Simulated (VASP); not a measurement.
Wanted: the native input for a VASP 6.6.1 run.

```yaml
Task: single point
Functional: PBE
Potentials_or_basis: VASP PAW PBE potentials, release 64 (Mg, Sn_d, Li_sv)
Cutoff: 520 eV
k_mesh: 5 × 5 × 3
Occupations: gaussian, width 0.1 eV
Spin: no spin polarisation
Dipole_correction: no
Further_INCAR_settings: ALGO = Normal; EDIFF = 1e-06; NBANDS = 26
```

The structure of LiMg2Sn2 lies in POSCAR:

```
LiMg2Sn2
1.0
    4.7376086504     -0.0000003115      0.0000000000
   -2.3688040555      4.1028896002      0.0000000000
    0.0000000000      0.0000000000      6.4530965142
Mg Sn Li
2 2 1
Direct
    0.3333333333      0.6666666667      0.6460282775
    0.6666666667      0.3333333333      0.3539717225
    0.3333333333      0.6666666667      0.1726082704
    0.6666666667      0.3333333333      0.8273917296
    0.0000000000      0.0000000000      0.0000000000
```

The input as run:

INCAR

```
SYSTEM = LiMg2Sn2
PREC = Accurate
ENCUT = 520
EDIFF = 1E-6
ISMEAR = 0
SIGMA = 0.1
LREAL = .False.
LASPH = .True.
NELM = 100
ALGO = Normal
ISIF = 2
LWAVE = .False.
LCHARG = .True.
GGA = PE
LELF = .True.
LVHAR = .True.
NBANDS = 26
```

KPOINTS

```
regular mesh
0
Gamma
  5 5 3
  0 0 0
```

Potentials or basis: VASP PAW PBE potentials, release 64 (Mg, Sn_d, Li_sv).

Command:

```sh
$ cat potpaw_PBE.64/Mg/POTCAR potpaw_PBE.64/Sn_d/POTCAR potpaw_PBE.64/Li_sv/POTCAR > POTCAR
$ mpirun -np 1 vasp_std > vasp.out
```

It gave:

```
Largest force : 0.006 eV/Å
```

Run time: 16 s on 1 thread of Intel(R) Xeon(R) 6975P-C (Granite Rapids), with other jobs on the host, peak memory 0.25 GiB.
